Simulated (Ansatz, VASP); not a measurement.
# One calculation of GaN, two programs

```
Ga N
1.0
     3.18315    0.00000    0.00000
    -1.59157    2.75669    0.00000
     0.00000    0.00000    5.18363
Ga N
2 2
Direct
  0.33333 0.66667 0.99911
  0.66667 0.33333 0.49911
  0.33333 0.66667 0.37589
  0.66667 0.33333 0.87589
```

Alike in both runs: task single point; functional r2SCAN; k mesh 12 × 12 × 6; no spin polarisation.

```csv
,VASP,Ansatz
version,VASP 6.6.1,Ansatz 0.2.0
potentials or method,"VASP PAW PBE potentials, release 64 (Ga_d, N)","plane waves, PAW"
plane-wave cutoff (eV),520,500
occupations,"gaussian, width 0.01 eV",fixed
valence electrons in the cell,36,36
```

|  | VASP | Ansatz | Ansatz less VASP |
| --- | --- | --- | --- |
| gap on the k mesh at the Fermi level (eV) | 2.34 | 2.35 | +0.007 |
| pressure (GPa) | 1.1 | 0.0 | -1.08 |
| traceless stress, the component that is largest in VASP (GPa) | -0.08 | 0.01 | +0.085 |

VASP's potentials were made for PBE, not for r2SCAN.
